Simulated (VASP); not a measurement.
Runs of VASP 6.6.1 on GaSb. The structure is that of space group F-43m (No. 216), or close to it. The cells are those of the table. 

| task | cell | cutoff (eV) | gap on the mesh (eV) | pressure (GPa) |
| --- | --- | --- | --- | --- |
| single point | a = 4.125 Å, angles 60.0°, 2 atoms | 520 | 0.56 | (c) |
| single point | a = 4.061 Å, angles 60.0°, 2 atoms | 520 | 0.46 | 15.2 |
| relaxation of cell and atoms | relaxed to 15 GPa from a = 4.322 Å, angles 60.0°, 2 atoms | 600 | 0.47 | 15.0 |
| relaxation of cell and atoms | relaxed to 2 GPa from a = 4.322 Å, angles 60.0°, 2 atoms | 600 | 0.26 | 2.0 |
| relaxation of cell and atoms | relaxed to 1 GPa from a = 4.322 Å, angles 60.0°, 2 atoms | 600 | - | 1.0 |
| single point | a = 4.295 Å, angles 60.0°, 2 atoms | 520 | - | 1.1 |
| relaxation of cell and atoms | relaxed to 10 GPa from a = 4.322 Å, angles 60.0°, 2 atoms | 600 | (a) | 10.0 |
| single point | a = 4.227 Å, angles 60.0°, 2 atoms | 520 | 0.50 | (b) |

Alike in all rows: level PBEsol; potentials or basis VASP PAW PBE potentials, release 64 (Ga_d, Sb); no spin polarisation; k mesh 14 × 14 × 14; smearing fermi-dirac 0.1 eV.

Question: Estimate the missing entries.

Answer: (a) 0.57; (b) 4.1; (c) 10.2.

Caveats: the PAW data sets were made with another functional, which shifts forces and pressure a little; spin-orbit coupling is left out, which moves the levels of the heavy elements; the cell is relaxed towards a set pressure, so the run minimises the enthalpy, not the energy (at least some runs); the cell stands under pressure (at least some runs).

A k mesh can miss the band edges, and the runs leave out spin-orbit coupling on Ga, Sb.
